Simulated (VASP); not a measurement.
# Ta6H in VASP: notebook, part 2 of 2

VASP 6.6.1. The steps go on from the part before.

**3. Single point, PBE**

Contents of INCAR:

```
SYSTEM = Ta6H
PREC     = Accurate       ! precision mode
ENCUT    = 520            ! plane-wave cutoff, eV
EDIFF    = 1E-6           ! SCF threshold, eV
ISMEAR   = 0              ! smearing method
SIGMA    = 0.1            ! smearing width, eV
LREAL    = .False.        ! projectors in reciprocal space
LASPH    = .True.         ! aspherical terms in the spheres
NELM     = 60             ! most SCF steps
ALGO     = Normal         ! electronic algorithm
ISIF     = 2              ! what is computed and relaxed
LWAVE    = .False.        ! write WAVECAR
LCHARG   = .False.        ! write CHGCAR
LDIPOL   = .True.       
IDIPOL   = 3            
DIPOL    = 0.5 0.5 0.336
GGA      = PE             ! functional
NBANDS   = 42             ! bands
```

Contents of KPOINTS:

```
regular mesh
0
Gamma
  6 6 1
  0 0 0
```

Contents of POSCAR:

```
Ta6H
1.0
    4.6937283341      0.0000000000      0.0000000000
   -2.3468641670      4.0648879758      0.0000000000
    0.0000000000      0.0000000000     19.9881921123
Ta H
6 1
Direct
    0.6666666667      0.3333333333      0.2001181486
    0.3333333333      0.6666666667      0.2480516124
    0.0000000000      0.0000000000      0.2959850763
    0.6666666667      0.3333333333      0.3401842451
    0.3333333333      0.6666666667      0.3819724402
    0.0000000000      0.0000000000      0.4246603227
    0.1111111111      0.4444444444      0.4618488344
```

Potentials or basis: VASP PAW PBE potentials, release 64 (Ta_pv, H).

Launch:

```console
> cat potpaw_PBE.64/Ta_pv/POTCAR potpaw_PBE.64/H/POTCAR > POTCAR
> mpirun -np 1 vasp_std > vasp.out
```

Run time: 14 min. Hardware: 1 thread of Intel Xeon Platinum 8259CL at 2.50GHz (Skylake/Cascade Lake), shared host; peak memory 0.6 GiB.

It converged, with:

```yaml
Free_energy: -68.0547 eV
Largest_force: 1.873 eV/Å
```

Forces on the atoms (eV/Å):
```
Ta   0.086  0.094  1.868
Ta  -0.024 -0.018 -0.551
Ta   0.027 -0.014 -1.744
Ta  -0.171 -0.011 -0.432
Ta   0.174 -0.251  0.532
Ta  -0.201  0.363  0.308
H    0.108 -0.162  0.018
```

Levels at points of the mesh, in eV from the Fermi level:
```csv
k point,band 29,band 30,band 31,band 32,band 33,band 34,band 35,band 36,band 37,band 38
"(0.00, 0.00, 0.00)",-1.32,-1.03,-0.88,-0.53,-0.37,-0.18,0.13,0.24,0.31,1.75
"(0.50, 0.00, 0.00)",-1.46,-1.23,-0.89,-0.68,-0.26,0.16,0.24,0.69,0.99,1.11
"(0.00, 0.50, 0.00)",-1.40,-1.11,-0.88,-0.70,-0.25,-0.06,0.21,0.59,1.02,1.17
"(0.50, 0.50, 0.00)",-1.49,-1.27,-0.89,-0.77,-0.28,0.07,0.22,0.67,0.89,1.13
```

Caveat: spin-orbit coupling is left out, which moves the levels of the heavy elements.

**4. Single point, PBE**

Contents of INCAR:

```
SYSTEM = Ta6H
PREC = Accurate
ENCUT = 520
EDIFF = 1E-6
ISMEAR = 0
SIGMA = 0.1
LREAL = .FALSE.
LASPH = .TRUE.
NELM = 100
ALGO = Normal
ISIF = 2
LWAVE = .FALSE.
LCHARG = .FALSE.
LDIPOL = .TRUE.
IDIPOL = 3
DIPOL = 0.5 0.5 0.331
GGA = PE
NBANDS = 42
```

Contents of KPOINTS:

```
regular mesh
0
G
  6 6 1
  0 0 0
```

POSCAR, as its differences from that of step 3:

```diff
@@ -14,2 +14,2 @@
     0.0000000000      0.0000000000      0.4246603227
-    0.1111111111      0.4444444444      0.4618488344
+    0.4444444444      0.1111111111      0.4279080536
```

Potentials or basis: VASP PAW PBE potentials, release 64 (Ta_pv, H).

Launch:

```console
> cat potpaw_PBE.64/Ta_pv/POTCAR potpaw_PBE.64/H/POTCAR > POTCAR
> mpirun -np 1 vasp_std > vasp.out
```

OUTCAR:

```text
SYSTEM = Ta6H
   PREC = Accurate
   ENCUT = 520
   EDIFF = 1E-6
   ISMEAR = 0
   LREAL = .FALSE.
   LASPH = .TRUE.
   NELM = 100
   ISIF = 2
   GGA = PE

 ion  position               nearest neighbor table
   1  0.667  0.333  0.200-   4 2.80   2 2.87   2 2.87   2 2.87   3 3.32   3 3.32   3 3.32
   2  0.333  0.667  0.248-   5 2.68   1 2.87   1 2.87   3 2.87   1 2.87   3 2.87   3 2.87   4 3.28
                             4 3.28   4 3.28
   3  0.000  0.000  0.296-   6 2.57   4 2.85   4 2.85   4 2.85   2 2.87   2 2.87   2 2.87   5 3.21
                             5 3.21   5 3.21   1 3.32   1 3.32   1 3.32
   4  0.667  0.333  0.340-   7 2.04   1 2.80   5 2.84   5 2.84   5 2.84   3 2.85   3 2.85   3 2.85
                             6 3.19   6 3.19   6 3.19   2 3.28   2 3.28   2 3.28
   5  0.333  0.667  0.382-   7 2.09   2 2.68   4 2.84   4 2.84   4 2.84   6 2.84   6 2.84   6 2.84
                             3 3.21   3 3.21   3 3.21
   6  0.000  0.000  0.425-   7 1.88   3 2.57   5 2.84   5 2.84   5 2.84   4 3.19   4 3.19   4 3.19

   7  0.444  0.111  0.428-   6 1.88   4 2.04   5 2.09

  LATTYP: Found a hexagonal cell.
 ALAT       =     4.6937283341
[... 201 lines left out ...]
      2     -35.3678      2.00000
      3     -35.1947      2.00000
      4     -35.1781      2.00000
      5     -35.1032      2.00000
      6     -35.0427      2.00000
[... 889 lines left out ...]
     41       1.0909      0.00000
     42       1.1923      0.00000

------------------------ aborting loop because EDIFF is reached ----------------------------------------

 vacuum level on the upper side and lower side of the slab       (xc-potential included)         0.044        -0.149

  FORCE on cell =-STRESS in cart. coord.  units (eV):
  Direction    XX          YY          ZZ          XY          YZ          ZX
  --------------------------------------------------------------------------------------
  -------------------------------------------------------------------------------------
  Total       -2.1408301     -4.0709348     -2.4099507      0.4625668      0.2432931      0.5466348
  in kB       -8.9939972    -17.1027004    -10.1246192      1.9433232      1.0221165      2.2965072
  external PRESSURE =     -12.0737722 kB  Pullay stress =       0.0000000 kB

 VOLUME and BASIS-vectors are now :
 -----------------------------------------------------------------------------
  energy-cutoff  :      520.00
  volume of cell :      381.36
      direct lattice vectors                 reciprocal lattice vectors
     4.693728334  0.000000000  0.000000000     0.213050251  0.123004620  0.000000000
    -2.346864167  4.064887976  0.000000000     0.000000000  0.246009240  0.000000000
     0.000000000  0.000000000 19.988192112     0.000000000  0.000000000  0.050029537

 POSITION                                       TOTAL-FORCE (eV/Angst)
 -----------------------------------------------------------------------------------
      2.34686      1.35496      4.00000        -0.013947     -0.106405      1.805053
     -0.00000      2.70993      4.95810         0.006846     -0.037076     -0.162473
      0.00000      0.00000      5.91621        -0.094206     -0.037692     -2.056738
      2.34686      1.35496      6.79967         0.089099      0.210510      0.007511
     -0.00000      2.70993      7.63494        -0.427208      0.089789      0.129031
      0.00000      0.00000      8.48819        -0.358325      0.345131      0.268882
      1.82534      0.45165      8.55311         0.797741     -0.464259      0.008734
 -----------------------------------------------------------------------------------
    total drift:                               -0.000009      0.000019      0.000345

  FREE ENERGIE OF THE ION-ELECTRON SYSTEM (eV)
  ---------------------------------------------------
  free  energy   TOTEN  =       -67.9507976996 eV

  energy  without entropy=      -67.9215217006  energy(sigma->0) =      -67.93615970

 vacuum level on the upper side and lower side of the slab         2.826         2.561
```

stdout:

```text
POSCAR found type information on POSCAR TaH
 POSCAR found :  2 types and       7 ions
 scaLAPACK will be used
 LDA part: xc-table for (Slater+PW92), standard interpolation
 POSCAR, INCAR and KPOINTS ok, starting setup
 FFT: planning ... GRIDC
 FFT: planning ... GRID_SOFT
 FFT: planning ... GRID
 WAVECAR not read
 entering main loop
```

It took 14 min on 1 thread of Intel Xeon Platinum 8259CL at 2.50GHz (Skylake/Cascade Lake), shared host; peak memory 0.6 GiB.

Results:

- Free energy: -67.9508 eV
- Largest force: 2.059 eV/Å

Forces on the atoms (eV/Å):
```
Ta  -0.014 -0.106  1.805
Ta   0.007 -0.037 -0.162
Ta  -0.094 -0.038 -2.057
Ta   0.089  0.211  0.008
Ta  -0.427  0.090  0.129
Ta  -0.358  0.345  0.269
H    0.798 -0.464  0.009
```

Levels at points of the mesh, in eV from the Fermi level:
| k point | band 31 | band 32 | band 33 | band 34 | band 35 | band 36 |
| --- | --- | --- | --- | --- | --- | --- |
| (0.00, 0.00, 0.00) | -1.00 | -0.47 | -0.41 | -0.03 | 0.14 | 0.21 |
| (0.50, 0.00, 0.00) | -0.95 | -0.93 | -0.31 | -0.09 | 0.22 | 0.66 |
| (0.00, 0.50, 0.00) | -0.96 | -0.58 | -0.31 | 0.16 | 0.23 | 0.77 |
| (0.50, 0.50, 0.00) | -0.97 | -0.63 | -0.37 | 0.03 | 0.20 | 0.67 |

Caveat: spin-orbit coupling is left out, which moves the levels of the heavy elements.
